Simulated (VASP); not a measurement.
## Si3H2C4: single point with LDA

Slab: Si3H2C4, a slab with vacuum.

```
CELL_PARAMETERS angstrom
6.12231 0.00000 0.00000
0.00000 3.06116 0.00000
0.00000 0.00000 19.99610
ATOMIC_POSITIONS crystal
C 0.50000 0.50000 0.23267
C 0.00000 0.50000 0.23267
C 0.75000 0.00000 0.34092
C 0.25000 0.00000 0.34092
C 0.99687 0.50000 0.45511
C 0.50267 0.50000 0.43549
C 0.38829 0.00000 0.53138
C 0.61135 0.00000 0.53868
Si 0.25000 0.50000 0.28679
Si 0.75000 0.50000 0.28679
Si 0.50073 0.00000 0.38856
Si 0.99827 0.00000 0.39693
Si 0.72236 0.50000 0.50088
Si 0.27216 0.50000 0.49706
H 0.50000 0.22367 0.19876
H 0.50000 0.77633 0.19876
H 0.00000 0.77598 0.19864
H 0.00000 0.22402 0.19864
```

- Program: VASP 6.6.1
- Task: single point
- Functional: LDA
- Potentials or basis: VASP PAW LDA potentials, release 64 (C, Si, H)
- Cutoff: 520 eV
- k mesh: 4 × 8 × 1
- Occupations: gaussian, width 0.05 eV
- Spin: no spin polarisation

The largest force is 1.853 eV/Å and the band gap on the k mesh is 0.18 eV, indirect (least direct gap 0.98 eV).

Forces in eV/Å, atoms in the order of the input:
```
C    0.000  0.000  0.797
C    0.000  0.000  0.560
C    1.306  0.000 -1.037
C   -1.308  0.000 -0.748
C   -0.001  0.000  0.021
C    0.000  0.000 -0.019
C   -0.073  0.000  1.852
C    0.072  0.000  0.112
Si  -0.535  0.000 -0.705
Si   0.534  0.000 -0.717
Si   0.003  0.000 -0.006
Si   0.001  0.000  0.000
Si   0.019  0.000  0.003
Si  -0.017  0.000  0.007
H   -0.001 -0.034 -0.026
H   -0.001  0.034 -0.026
H    0.001  0.036 -0.033
H    0.001 -0.036 -0.033
```

Levels at points of the mesh, in eV from the valence-band top:
```tsv
k point	band 27	band 28	band 29	band 30	band 31	band 32	band 33	band 34
(0.00, 0.00, 0.00)	-1.51	-1.32	-1.23	-0.24	1.02	1.47	2.88	3.04
(0.50, 0.00, 0.00)	-1.86	-1.43	-1.20	0.00	0.98	2.52	3.09	3.53
(0.00, 0.50, 0.00)	-2.28	-2.07	-1.93	-1.49	0.18	1.75	3.07	3.43
(0.50, 0.50, 0.00)	-3.26	-2.65	-2.37	-1.85	0.81	2.55	2.93	3.41
```

Run time: 7.9 min on 1 thread of Intel Xeon 6975P-C (shared host), peak memory 0.41 GiB.
